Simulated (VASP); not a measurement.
Crystal: TiB2 (AlB2 type).

```
Ti B
1.0
     3.15791    0.00000    0.00000
    -1.57895    2.73483    0.00000
     0.00000    0.00000    3.47370
Ti B
1 2
Direct
  0.00000 0.00000 0.00000
  0.33333 0.66667 0.50000
  0.66667 0.33333 0.50000
```

* Program: VASP 6.6.1
* Task: relaxation of cell and atoms
* Functional: LDA
* Potentials or basis: VASP PAW LDA potentials, release 64 (Ti_sv, B)
* Cutoff: 600 eV
* k mesh: 11 × 11 × 9
* Occupations: fermi-dirac, width 0.1 eV
* Spin: no spin polarisation

At the start: pressure -36.7 GPa; volume 10.00 Å³/atom.

**Question.** Where does the relaxation end?

**Answer.** Over 8 steps the energy falls by 247.8 meV/atom and the volume is 8.19 Å³/atom (-18.1 %); space group P6/mmm (No. 191, to 0.1 Å) before and after.

Step by step:
```csv
step,energy change (eV),largest force (eV/Å),pressure (GPa),volume (Å³)
1,0.0000,0.0000,-36.75,30.00
2,-0.1476,0.0000,58.58,21.10
3,-0.7169,0.0000,-0.86,24.78
4,-0.7173,0.0000,0.20,24.69
5,-0.7435,0.0000,0.34,24.55
6,-0.7435,0.0000,0.37,24.55
7,-0.7435,0.0000,-0.35,24.61
8,-0.7435,0.0000,-0.04,24.58
```

Final structure:
```
Ti B
1.0
     2.99589    0.00000    0.00000
    -1.49794    2.59452    0.00000
     0.00000    0.00000    3.16223
Ti B
1 2
Direct
  0.00000 0.00000 0.00000
  0.33333 0.66667 0.50000
  0.66667 0.33333 0.50000
```

Caveat: the volume moved by over 15 % at a fixed basis, so the end points are rough.
